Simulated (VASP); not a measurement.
Set up this calculation in VASP 6.6.1, as the native input.

| Quantity | Value |
| --- | --- |
| Task | single point |
| Functional | r2SCAN |
| Potentials or basis | VASP PAW PBE potentials, release 64 (W_sv, Si) |
| Cutoff | 520 eV |
| k mesh | 2 × 2 × 2, shifted |
| Occupations | gaussian, width 0.1 eV |
| Spin | no spin polarisation |
| Dipole correction | no |
| Further INCAR settings | LREAL = Auto; ALGO = Normal; EDIFF = 1e-06; NBANDS = 106; ISYM = 0 |

The system is Si2W.

```xyz
24
Lattice="0.1192 6.4889 0.1171 -6.5644 -0.1192 0.1260 -0.1531 0.1423 8.0955" Properties=species:S:1:pos:R:3 pbc="T T T"
W    -1.7399    2.0761    6.8763
W    -5.1340    1.8123    6.9514
W    -6.1490    3.5393    2.8031
W    -5.2748    5.0176    6.9668
W    -3.5815    0.1854    2.9091
W    -2.8677   -0.3995   -0.0830
W    -1.3301    1.4571    3.7819
W    -2.0533    4.2741    4.2564
Si   -3.5584    2.9070    2.7967
Si   -1.4215    4.7639    6.7402
Si   -6.2331    6.2228    2.8079
Si   -1.8627    1.5377    1.3326
Si   -5.0000    1.5013    1.3261
Si   -3.6295    3.2242    5.7208
Si   -1.7550    4.8033    1.8879
Si   -6.4703    3.3397    5.3618
Si   -4.7359    5.0011    1.3440
Si   -2.9349    0.0519    5.4608
Si   -0.1388    0.3508    5.5715
Si   -0.3410    0.2253    8.0854
Si   -5.2457    1.5545    4.2252
Si   -3.1774    3.4142    0.1111
Si   -6.4234    3.1807    0.2648
Si   -4.6637    4.9546    4.3753
```

One way to write it, as run:

POSCAR

```
Si2W
1.0
    0.1192332662      6.4888615138      0.1171258407
   -6.5643770757     -0.1192332662      0.1259993001
   -0.1531166286      0.1423334402      8.0955006272
W Si
8 16
Direct
    0.3061038384      0.2509983650      0.8410683328
    0.2749081808      0.7674326007      0.8427484289
    0.5556005412      0.9392696607      0.3235908232
    0.7695653631      0.7979999095      0.8370207723
    0.0307749105      0.5379797691      0.3505241169
   -0.0531859487      0.4362742444     -0.0162757507
    0.2180450637      0.1958322119      0.4609611110
    0.6532118671      0.3127320102      0.5114583449
    0.4507260862      0.5425627841      0.3304931060
    0.7200757226      0.2105309681      0.8188946884
    0.9696654590      0.9597299056      0.3178748239
    0.2387692715      0.2844439546      0.1567234075
    0.2421256064      0.7626172224      0.1484340698
    0.4917540373      0.5457271047      0.6910539716
    0.7405230481      0.2757131398      0.2182000680
    0.5186667930      0.9801768147      0.6395557787
    0.7810330785      0.7323046305      0.1433258493
    0.0012828598      0.4315465994      0.6678114035
    0.0390883340      0.0058137611      0.6875681809
    0.0133653312      0.0289041678      0.9981144217
    0.2430126604      0.7917226771      0.5060824516
    0.5352713871      0.4938038858     -0.0017080690
    0.5081029469      0.9875268969      0.0099833907
    0.7652765933      0.7122587705      0.5183072210
```

INCAR.step1

```
SYSTEM = Si2W
PREC = Accurate ; ENCUT = 520
ISMEAR = 0 ; SIGMA = 0.1
LREAL = Auto ; LASPH = .TRUE.
NELM = 60 ; ISYM = 0
NBANDS = 106 ; GGA = PE
ALGO = Normal ; EDIFF = 1E-4
LWAVE = .TRUE. ; LCHARG = .FALSE.
```

INCAR.step2

```
SYSTEM = Si2W
PREC = Accurate ; ENCUT = 520
EDIFF = 1E-6 ; ISMEAR = 0
SIGMA = 0.1 ; LREAL = Auto
LASPH = .TRUE. ; NELM = 60
ALGO = Normal ; ISIF = 2
LWAVE = .FALSE. ; LCHARG = .FALSE.
METAGGA = R2SCAN ; LMIXTAU = .TRUE.
ISYM = 0 ; NBANDS = 106
ISTART = 1
```

KPOINTS

```
Automatic mesh
0
Gamma
  2 2 2
  0.5 0.5 0.5
```

Potentials or basis: VASP PAW PBE potentials, release 64 (W_sv, Si).

Command:

```bash
$ cat potpaw_PBE.64/W_sv/POTCAR potpaw_PBE.64/Si/POTCAR > POTCAR
$ cp INCAR.step1 INCAR
$ mpirun -np 1 vasp_std > vasp.out
$ cp INCAR.step2 INCAR
$ mpirun -np 1 vasp_std > vasp.out
```

Results of the run:

```yaml
Pressure: 0.2 GPa
Largest_force: 0.042 eV/Å
Band_gap_on_the_k_mesh: 0.04 eV, indirect (least direct gap 0.15 eV)
```

Caveat: the PAW data sets were made with another functional, which shifts forces and pressure a little; spin-orbit coupling is left out, which moves the levels of the heavy elements.

It took 13 min on 1 thread of Oxide Virtual Turin-like Processor, with other jobs on the host, peak memory 0.41 GiB.
